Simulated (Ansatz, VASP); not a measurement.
**RbBr in VASP and in Ansatz**

File INCAR:

```
SYSTEM = RbBr
PREC = Accurate
ENCUT = 520
EDIFF = 1E-7
ISMEAR = -1
SIGMA = 0.02
LREAL = .FALSE.
LASPH = .TRUE.
NELM = 80
ALGO = Normal
ISIF = 2
LWAVE = .FALSE.
LCHARG = .TRUE.
GGA = PE
LELF = .TRUE.
LVHAR = .TRUE.
NBANDS = 15
```

File KPOINTS:

```
regular mesh
0
G
  6 6 6
  0 0 0
```

The input POSCAR:

```
RbBr
1.0
    4.1642523828      0.0000000000      0.0000000000
    0.0000000000      4.1642523828      0.0000000000
    0.0000000000      0.0000000000      4.1151734636
Rb Br
1 1
Direct
    0.0000000000      0.0000000000      0.0000000000
    0.5000000000      0.5000000000      0.5000000000
```

Input for Ansatz:

```yaml
crystal:
  lattice:
    - [4.1642523828, 0.0, 0.0]
    - [0.0, 4.1642523828, 0.0]
    - [0.0, 0.0, 4.1151734636]
  atoms:
    - { symbol: Rb, position: [0.0, 0.0, 0.0] }
    - { symbol: Br, position: [0.5, 0.5, 0.5] }
kpoints:
  mp_grid: { grid: [6, 6, 6] }
  band_path:
    path: [[0.0, 0.0, 0.0], [0.0, 0.5, 0.0], [0.5, 0.5, 0.0], [0.5, 0.5, 0.5]]
    npoints: 1
hamiltonian:
  xc: pbe
scf:
  occupations: { method: fermi_dirac, width: 0.02 }
  n_extra_bands: 4
output:
  forces: true
  stress: true
  eigenvalues: true
```

Change from the starting cell: epitaxial_xy strain +0.9%.

Alike in both runs: task single point; functional PBE; k mesh 6 × 6 × 6; occupations fermi-dirac, width 0.02 eV; no spin polarisation.

```csv
,VASP,Ansatz
version,VASP 6.6.1,Ansatz 0.2.0
potentials or method,"VASP PAW PBE potentials, release 64 (Rb_sv, Br)","plane waves, PAW"
plane-wave cutoff (eV),520,420
valence electrons in the cell,16,16
```

```csv
,VASP,Ansatz,Ansatz less VASP
gap on the k mesh at the Fermi level (eV),3.99,3.99,+0.001
pressure (GPa),0.6,0.5,-0.03
"traceless stress, the component that is largest in VASP (GPa)",0.23,0.23,0.000
```

The functional is the same, so the differences come from potentials, cutoffs and numerics.
